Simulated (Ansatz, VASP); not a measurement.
# PIr: VASP beside Ansatz

INCAR

```
SYSTEM = PIr
PREC = Accurate
ENCUT = 500
EDIFF = 1E-6
ISMEAR = -1
SIGMA = 0.08
LREAL = .False.
LASPH = .True.
NELM = 120
ALGO = Normal
ISIF = 2
LWAVE = .False.
LCHARG = .True.
LELF = .True.
LVHAR = .True.
NBANDS = 14
GGA_COMPAT = .False.
```

KPOINTS

```
Automatic mesh
0
Gamma
  14 14 14
  0 0 0
```

POSCAR

```
PIr
1.0
    0.0000000000      2.3426303038      2.3426303038
    2.3426303038      0.0000000000      2.3426303038
    2.3426303038      2.3426303038      0.0000000000
Ir P
1 1
Direct
    0.0000000000      0.0000000000      0.0000000000
    0.5000000000      0.5000000000      0.5000000000
```

Input for Ansatz:

```yaml
crystal:
  lattice:
    - [0.0, 2.3426303038, 2.3426303038]
    - [2.3426303038, 0.0, 2.3426303038]
    - [2.3426303038, 2.3426303038, 0.0]
  atoms:
    - { symbol: Ir, position: [0.0, 0.0, 0.0] }
    - { symbol: P, position: [0.5, 0.5, 0.5] }
kpoints:
  mp_grid: { grid: [14, 14, 14] }
  band_path:
    path:
      - [0.0, 0.0, 0.0]
      - [0.5, 0.0, 0.5]
      - [0.625, 0.25, 0.625]
      - [0.375, 0.375, 0.75]
      - [0.0, 0.0, 0.0]
      - [0.5, 0.5, 0.5]
      - [0.5, 0.25, 0.75]
      - [0.5, 0.0, 0.5]
    npoints: 8
scf:
  occupations: { method: fermi_dirac, width: 0.08 }
hamiltonian:
  xc: lda
  pseudopotentials: { kind: all_electron, lapw: { basis_error: 0.001 } }
output:
  forces: true
  stress: true
  eigenvalues: true
  populations: true
  dos: { projected: true, de: 0.2, e_range: [-14, 8] }
```

Change from the starting cell: volume scaled by 0.9, LAPW.

Alike in both runs: task single point; functional LDA; k mesh 14 × 14 × 14; occupations fermi-dirac, width 0.08 eV; no spin polarisation.

```csv
,VASP,Ansatz
version,VASP 6.6.1,Ansatz 0.2.0
potentials or method,"VASP PAW LDA potentials, release 64 (Ir, P), cutoff 500 eV","all-electron LAPW, scalar-relativistic"
```

Ansatz gave:

- pressure (GPa): 32.4

Q: Estimate VASP's values.

A: Pressure (GPa): 34.6.

LDA's correlation is that of Perdew and Zunger in VASP and of Perdew and Wang (1992) in Ansatz. Both programs put the cell under a high pressure, so it lies far from rest at this level. Ansatz ran all-electron here, and VASP with PAW potentials.

Neither program's run includes spin-orbit coupling.
